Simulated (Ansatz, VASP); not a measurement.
## Two plane-wave programs on LaYN2

```xyz
4
Lattice="4.0716 0.0000 0.0000 -2.0358 3.5261 0.0000 0.0000 0.0000 7.8679" Properties=species:S:1:pos:R:3 pbc="T T T"
La    0.0000    0.0000    0.0000
Y     0.0000    0.0000    3.9340
N     0.0000    2.3507    0.0000
N     2.0358    1.1754    0.0000
```

Alike in both runs: functional PBE; k mesh 6 × 6 × 2; occupations gaussian, width 0.1 eV; no spin polarisation.

Ansatz relaxed the structure, and its values are those at the end. VASP's run is a single point on that final structure, the one shown.

```csv
,VASP,Ansatz
version,VASP 6.6.1,Ansatz 0.2.0
potentials or method,"VASP PAW PBE potentials, release 64 (La, Y_sv, N), cutoff 520 eV","scalar-relativistic, plane waves, PAW"
valence electrons in the cell,32,32
```

```tsv
	VASP	Ansatz	Ansatz less VASP
gap on the k mesh at the Fermi level (eV)	none	none	-
pressure (GPa)	0.0	0.1	+0.05
```

A gap of «none» marks a metal or a gap that the smearing closes.

The k mesh is coarse, so the values compare programs but aren't converged. Neither program's run includes spin-orbit coupling.
